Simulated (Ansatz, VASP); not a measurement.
**Pd in VASP and in Ansatz**

File INCAR:

```
PREC = Accurate
ENCUT = 520
EDIFF = 1E-6
ISMEAR = -1
SIGMA = 0.05
LREAL = F
LASPH = T
NELM = 150
ALGO = Normal
ISIF = 2
LWAVE = F
LCHARG = T
ISPIN = 2
MAGMOM = 0.5 -0.5
LORBIT = 11
LMAXMIX = 4
GGA = CA
LELF = T
LVHAR = T
NBANDS = 21
```

Contents of KPOINTS:

```
regular mesh
0
Gamma
  19 19 14
```

POSCAR

```
Pd
1.0
    2.6839004635      0.0000000000      0.0000000000
    0.0000000000      2.6839004635      0.0000000000
    0.0000000000      0.0000000000      3.7731189669
Pd
2
Direct
    1.0000000000      0.0000000000      0.0000000000
    0.5000000000      0.5000000000      0.5000000000
```

Input for Ansatz:

```yaml
crystal:
  lattice:
    - [2.6839004635, 0.0, 0.0]
    - [0.0, 2.6839004635, 0.0]
    - [0.0, 0.0, 3.7731189669]
  atoms:
    - { symbol: Pd, position: [1.0, 0.0, 0.0], spin: 0.5 }
    - { symbol: Pd, position: [0.5, 0.5, 0.5], spin: -0.5 }
hamiltonian:
  xc: lda
  pseudopotentials:
    kind: paw
    azcp:
      Pd: "pseudopotentials/Pd.paw.azcp"
basis:
  ecutwfc: 420
  fft_grid_basis: typed
kpoints:
  mp_grid: { grid: [19, 19, 14], shift: [0, 0, 0] }
magnetization:
  spin_polarized: true
scf:
  occupations: { method: fermi_dirac, width: 0.05 }
output:
  stress: true
```

Alike in both runs: task single point; functional LDA; k mesh 19 × 19 × 14; occupations fermi-dirac, width 0.05 eV; collinear spin.

|  | VASP | Ansatz |
| --- | --- | --- |
| version | VASP 6.6.1 | Ansatz 0.2.0 |
| potentials or method | VASP PAW LDA potentials, release 64 (Pd), cutoff 520 eV | plane waves (420 eV) with PAW, scalar-relativistic |
| valence electrons in the cell | 20 | 36 |

```tsv
	VASP	Ansatz	Ansatz less VASP
pressure (GPa)	10.6	10.3	-0.32
traceless stress, the component that is largest in VASP (GPa)	0.31	0.31	-0.004
net moment per atom (μB)	0.00	0.00	0.000
```

Ansatz warns that its potentials were made for another functional, while VASP's fit it. LDA's correlation is that of Perdew and Zunger in VASP and of Perdew and Wang (1992) in Ansatz. VASP's potentials hold 20 valence electrons a cell and Ansatz's 36, so a difference there can come from the potentials and not from the codes. Ansatz's warnings: seeded moment not kept.
